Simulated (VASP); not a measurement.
# RbBr (I4/mmm) in VASP: single point with LDA

Aim: the single point of RbBr with LDA.

Everything below comes from runs of VASP 6.6.1. Logs are shortened: lines on timing, memory, paths and dates and some standing lists are left out, and cuts for length are marked.

## 1. The cell of the first run

It takes space group I4/mmm (No. 139, tetragonal). Conventional cell: a = 4.847 Å, b = 4.847 Å, c = 6.512 Å, α = 90.00°, β = 90.00°, γ = 90.00°. Rb (site symmetry 4/mmm) has 6 Br at 3.26 to 3.43 Å within 4.3 Å. Within 4.3 Å of Br (site symmetry 4/mmm) lie 6 Rb at 3.26 to 3.43 Å.

## 2. Single point, LDA

Contents of INCAR:

```
PREC = Accurate
ENCUT = 500
EDIFF = 1E-6
ISMEAR = 0
SIGMA = 0.05
LREAL = F
LASPH = T
NELM = 120
ALGO = Normal
ISIF = 2
LWAVE = F
LCHARG = T
GGA = CA
LELF = T
LVHAR = T
NBANDS = 15
GGA_COMPAT = F
```

Contents of KPOINTS:

```
regular mesh
0
Gamma
  6 6 6
```

Contents of POSCAR:

```
RbBr
1.0
    0.0000000000      3.4275000000      3.4275000000
    3.2561250000      0.0000000000      3.4275000000
    3.2561250000      3.4275000000      0.0000000000
Rb Br
1 1
Direct
    0.0000000000      0.0000000000      0.0000000000
    0.5000000000      0.5000000000      0.5000000000
```

Potentials or basis: VASP PAW LDA potentials, release 64 (Rb_sv, Br).

Run with:

```bash
$ cat potpaw_LDA.64/Rb_sv/POTCAR potpaw_LDA.64/Br/POTCAR > POTCAR
$ mpirun -np 1 vasp_std > vasp.out
```

OUTCAR:

```text
PREC = Accurate
   ENCUT = 500
   EDIFF = 1E-6
   ISMEAR = 0
   LREAL = F
   LASPH = T
   NELM = 120
   ISIF = 2
   GGA = CA

 ion  position               nearest neighbor table
   1  0.000  0.000  0.000-   2 3.26   2 3.26   2 3.43   2 3.43   2 3.43   2 3.43
   2  0.500  0.500  0.500-   1 3.26   1 3.26   1 3.43   1 3.43   1 3.43   1 3.43

  LATTYP: Found a body centered tetragonal cell.
 ALAT       =     4.8472169850
 C/A-ratio  =     1.3435028843

  Lattice vectors:

 A1 = (  -3.2561250000,   0.0000000000,  -3.4275000000)
 A2 = (  -3.2561250000,   0.0000000000,   3.4275000000)
 A3 = (   3.2561250000,   3.4275000000,   0.0000000000)

Analysis of symmetry for initial positions (statically):
=====================================================================
 Subroutine PRICEL returns:
 Original cell was already a primitive cell.

 Routine SETGRP: Setting up the symmetry group for a
 body centered tetragonal supercell.

 Subroutine GETGRP returns: Found 16 space group operations
 (whereof 16 operations were pure point group operations)
 out of a pool of 16 trial point group operations.

The static configuration has the point symmetry D_4h.

Analysis of symmetry for dynamics (positions and initial velocities):
=====================================================================
 Subroutine PRICEL returns:
 Original cell was already a primitive cell.

 Routine SETGRP: Setting up the symmetry group for a
 body centered tetragonal supercell.

 Subroutine GETGRP returns: Found 16 space group operations
 (whereof 16 operations were pure point group operations)
 out of a pool of 16 trial point group operations.

The dynamic configuration has the point symmetry D_4h.

 Subroutine INISYM returns: Found 16 space group operations
 (whereof 16 operations are pure point group operations),
 and found     1 'primitive' translations

----------------------------------------------------------------------------------------

                                     Primitive cell

  volume of cell :      76.5043

  direct lattice vectors                    reciprocal lattice vectors
     0.000000000  3.427500000  3.427500000    -0.153556758  0.145878920  0.145878920
     3.256125000  0.000000000  3.427500000     0.153556758 -0.145878920  0.145878920
     3.256125000  3.427500000  0.000000000     0.153556758  0.145878920 -0.145878920

  length of vectors
     4.847216985  4.727589900  4.727589900     0.257178920  0.257178920  0.257178920

  position of ions in fractional coordinates (direct lattice)
     0.000000000  0.000000000  0.000000000
     0.500000000  0.500000000  0.500000000

  ion indices of the primitive-cell ions
   primitive index   ion index
                 1           1
                 2           2

----------------------------------------------------------------------------------------

 KPOINTS: regular mesh

Automatic generation of k-mesh.
 Grid dimensions read from file:
 generate k-points for:    6    6    6

 Generating k-lattice:

  Cartesian coordinates                     Fractional coordinates (reciprocal lattice)
    -0.025592793  0.024313153  0.024313153     0.166666667  0.000000000  0.000000000
     0.025592793 -0.024313153  0.024313153     0.000000000  0.166666667  0.000000000
     0.025592793  0.024313153 -0.024313153     0.000000000  0.000000000  0.166666667

  Length of vectors
     0.042863153  0.042863153  0.042863153

  Shift w.r.t. Gamma in fractional coordinates (k-lattice)
     0.000000000  0.000000000  0.000000000

 Subroutine IBZKPT returns following result:
 ===========================================

 Found     30 irreducible k-points:

 Following reciprocal coordinates:
            Coordinates               Weight
  0.000000  0.000000  0.000000      1.000000
  0.166667  0.000000  0.000000      8.000000
  0.333333  0.000000  0.000000      8.000000
  0.500000  0.000000  0.000000      4.000000
  0.166667  0.166667  0.000000      4.000000
  0.333333  0.166667  0.000000     16.000000
[... 16 lines left out ...]
 -0.333333  0.500000  0.166667      4.000000
  0.333333 -0.333333  0.166667      8.000000
 [... further k-points ...]
   k-points           NKPTS =     30   k-points in BZ     NKDIM =     30   number of bands    NBANDS=     15
   number of dos      NEDOS =    301   number of ions     NIONS =      2
   total plane-waves  NPLWV =  46656
   dimension x,y,z NGX =    36 NGY =   36 NGZ =   36
   dimension x,y,z NGXF=    72 NGYF=   72 NGZF=   72
   ions per type =               1   1
   NGX,Y,Z   is equivalent  to a cutoff of  12.35, 12.66, 12.66 a.u.
   NGXF,Y,Z  is equivalent  to a cutoff of  24.69, 25.32, 25.32 a.u.
 SYSTEM =  unknown system
   PREC   = accura    normal or accurate (medium, high low for compatibility)
   ISTART =      0    job   : 0-new  1-cont  2-samecut
   ICHARG =      2    charge: 1-file 2-atom 10-const
   ISPIN  =      1    spin polarized calculation?
   LNONCOLLINEAR =      F non collinear calculations
   LSORBIT =      F    spin-orbit coupling
   LASPH  =      T    aspherical Exc in radial PAW
   ENCUT  =  500.0 eV  36.75 Ry    6.06 a.u.   8.84  8.62  8.62*2*pi/ulx,y,z
   NELM   =    120;   NELMIN=  2; NELMDL= -5     # of ELM steps
   EDIFF  = 0.1E-05   stopping-criterion for ELM
   LREAL  =      F    real-space projection
   EDIFFG = 0.1E-04   stopping-criterion for IOM
   NSW    =      0    number of steps for IOM
   IBRION =     -1    ionic relax: 0-MD 1-quasi-New 2-CG
   NFREE  =      0    steps in history (QN), initial steepest desc. (CG)
   ISIF   =      2    stress and relaxation
   ISYM   =      2    0-nonsym 1-usesym 2-fastsym
   POTIM  = 0.5000    time-step for ionic-motion
   TEBEG  =    0.0;   TEEND  =   0.0 temperature during run
   PSTRESS=    0.0 pullay stress
   NELECT =      16.0000    total number of electrons
   NUPDOWN=      -1.0000    fix difference up-down
   EMIN   =  10.00;   EMAX   =-10.00  energy-range for DOS
   EFERMI =   0.00;   METHOD = LEGACY
   ISMEAR =     0;   SIGMA  =   0.05  broadening in eV -4-tet -1-fermi 0-gaus
   EFERMI_NEDOS =   21; number of points for ismear=-14 and -15
   IALGO  =     38    algorithm
   IMIX   =      4    mixing-type and parameters
     AMIX     =   0.40;   BMIX     =  1.00
     AMIX_MAG =   1.60;   BMIX_MAG =  1.00
  volume/ion in A,a.u.               =      38.25       258.14
  Fermi-wavevector in a.u.,A,eV,Ry     =   0.971746  1.836334 12.847853  0.944291
  Thomas-Fermi vector in A             =   2.101988
   LORBIT       =      0    0 simple, 1 ext, 2 COOP (PROOUT), +10 PAW based schemes
   GGA     = CA    functional components
   LHFCALC =     F    Hartree Fock is set to
   AEXX    =    0.0000 exact exchange contribution
   IVDW    =     0    specifies the selected vdW correction
   LEPSILON=     F    determine dielectric tensor
   LRPA    =     F    only Hartree local field effects (RPA)
 non-spin polarized calculation
 Gauss-broadening in eV      SIGMA  =   0.05
  energy-cutoff  :      500.00
  volume of cell :       76.50
 maximum number of plane-waves:      1972
   NGX = 17   NGY = 17   NGZ = 17

 number of electron      16.0000001 magnetization

 Free energy of the ion-electron system (eV)
  ---------------------------------------------------
  ext. energy  EPLUGINS =         0.00000000
  ---------------------------------------------------
  free energy    TOTEN  =        -6.69952142 eV

  energy without entropy =       -6.69952142  energy(sigma->0) =       -6.69952142

 E-fermi :  -1.4615     XC(G=0):  -7.9370

 val. band max:       -1.6865160790   @ k =   0.0000   0.0000   0.0000
 cond. band min:       2.3264360565   @ k =   0.0000   0.0000   0.0000
 fundamental gap:      4.0129521355
 Fermi energy:        -1.4615203529

 k-point     1 :       0.0000    0.0000    0.0000
  band No.  band energies     occupation
      1     -25.9164      2.00000
      2     -14.0175      2.00000
      3     -10.0888      2.00000
      4     -10.0579      2.00000
      5     -10.0579      2.00000
      6      -1.7756      2.00000
      7      -1.7756      2.00000
      8      -1.6865      2.00000
      9       2.3264      0.00000
     10       5.1833      0.00000
     11       5.1833      0.00000
     12       5.5084      0.00000
     13       6.1197      0.00000
     14       6.4464      0.00000
     15       8.9253      0.00000

 k-point     2 :       0.1667    0.0000    0.0000
  band No.  band energies     occupation
      1     -25.9130      2.00000
      2     -14.0333      2.00000
      3     -10.0754      2.00000
      4     -10.0638      2.00000
      5     -10.0515      2.00000
      6      -2.1130      2.00000
      7      -1.8839      2.00000
      8      -1.8423      2.00000
      9       3.0230      0.00000
     10       5.1276      0.00000
     11       5.5470      0.00000
     12       5.7462      0.00000
     13       6.5498      0.00000
     14       6.9225      0.00000
     15      10.0097      0.00000

 k-point     3 :       0.3333    0.0000    0.0000
  band No.  band energies     occupation
      1     -25.9062      2.00000
      2     -14.0643      2.00000
      3     -10.0755      2.00000
      4     -10.0736      2.00000
      5     -10.0135      2.00000
      6      -2.6738      2.00000
      7      -2.0839      2.00000
      8      -2.0765      2.00000
      9       4.3002      0.00000
     10       5.3482      0.00000
     11       6.5525      0.00000
     12       6.6734      0.00000
     13       7.6138      0.00000
     14       8.0840      0.00000
     15       9.8100      0.00000

 k-point     4 :       0.5000    0.0000    0.0000
  band No.  band energies     occupation
      1     -25.9028      2.00000
      2     -14.0797      2.00000
      3     -10.0813      2.00000
      4     -10.0755      2.00000
      5      -9.9915      2.00000
      6      -2.9074      2.00000
      7      -2.1841      2.00000
      8      -2.1769      2.00000
      9       4.8359      0.00000
     10       5.8184      0.00000
     11       7.6494      0.00000
     12       7.6944      0.00000
     13       8.1538      0.00000
     14       8.5428      0.00000
     15       9.0818      0.00000
[... 307 lines left out ...]
 k-point    22 :       0.3333    0.5000    0.1667
  band No.  band energies     occupation
      1     -25.9026      2.00000
      2     -14.0310      2.00000
      3     -10.1504      2.00000
      4     -10.1461      2.00000
      5     -10.0382      2.00000
      6      -2.5533      2.00000
      7      -2.1366      2.00000
      8      -2.0285      2.00000
      9       4.5718      0.00000
     10       4.9660      0.00000
     11       6.9523      0.00000
     12       7.5911      0.00000
     13       7.6948      0.00000
     14       8.4263      0.00000
     15       9.1436      0.00000

 k-point    23 :      -0.3333    0.5000    0.1667
  band No.  band energies     occupation
      1     -25.8993      2.00000
      2     -13.9761      2.00000
      3     -10.2664      2.00000
      4     -10.2277      2.00000
      5     -10.0693      2.00000
      6      -2.2422      2.00000
      7      -2.2060      2.00000
      8      -1.9532      2.00000
      9       4.2427      0.00000
     10       5.9150      0.00000
     11       6.0979      0.00000
     12       7.1719      0.00000
     13       8.0645      0.00000
     14       9.2687      0.00000
     15       9.5852      0.00000

 k-point    24 :       0.3333   -0.3333    0.1667
  band No.  band energies     occupation
      1     -25.9005      2.00000
      2     -14.0304      2.00000
      3     -10.1820      2.00000
      4     -10.1759      2.00000
      5     -10.0068      2.00000
      6      -2.5450      2.00000
      7      -2.1708      2.00000
      8      -2.1561      2.00000
      9       5.1373      0.00000
     10       5.3818      0.00000
     11       6.6030      0.00000
     12       6.9056      0.00000
     13       8.3361      0.00000
     14       9.2742      0.00000
     15       9.5469      0.00000

 [... further k-points ...]

------------------------ aborting loop because EDIFF is reached ----------------------------------------

  FORCE on cell =-STRESS in cart. coord.  units (eV):
  Direction    XX          YY          ZZ          XY          YZ          ZX
  --------------------------------------------------------------------------------------
  -------------------------------------------------------------------------------------
  Total        0.4971294     -0.4845605     -0.4845605      0.0000000      0.0000000     -0.0000000
  in kB       10.4110375    -10.1478168    -10.1478168      0.0000000      0.0000000     -0.0000000
  external PRESSURE =      -3.2948654 kB  Pullay stress =       0.0000000 kB

 VOLUME and BASIS-vectors are now :
 -----------------------------------------------------------------------------
  energy-cutoff  :      500.00
  volume of cell :       76.50
      direct lattice vectors                 reciprocal lattice vectors
     0.000000000  3.427500000  3.427500000    -0.153556758  0.145878920  0.145878920
     3.256125000  0.000000000  3.427500000     0.153556758 -0.145878920  0.145878920
     3.256125000  3.427500000  0.000000000     0.153556758  0.145878920 -0.145878920

 POSITION                                       TOTAL-FORCE (eV/Angst)
 -----------------------------------------------------------------------------------
      0.00000      0.00000      0.00000         0.000000      0.000000      0.000000
      3.25612      3.42750      3.42750        -0.000000     -0.000000     -0.000000
 -----------------------------------------------------------------------------------
    total drift:                                0.000000      0.000000      0.000000

  FREE ENERGIE OF THE ION-ELECTRON SYSTEM (eV)
  ---------------------------------------------------
  free  energy   TOTEN  =        -6.6995214190 eV

  energy  without entropy=       -6.6995214190  energy(sigma->0) =       -6.69952142
```

It took 1.7 min on 1 thread of Intel Xeon 8259CL, shared host; peak memory 0.15 GiB.

What came out:

```yaml
Free_energy: -6.6995 eV
Pressure: -0.3 GPa
Band_gap_on_the_k_mesh: 4.01 eV
```

Expect the measured gap to be larger: semilocal functionals such as LDA lack the derivative discontinuity.
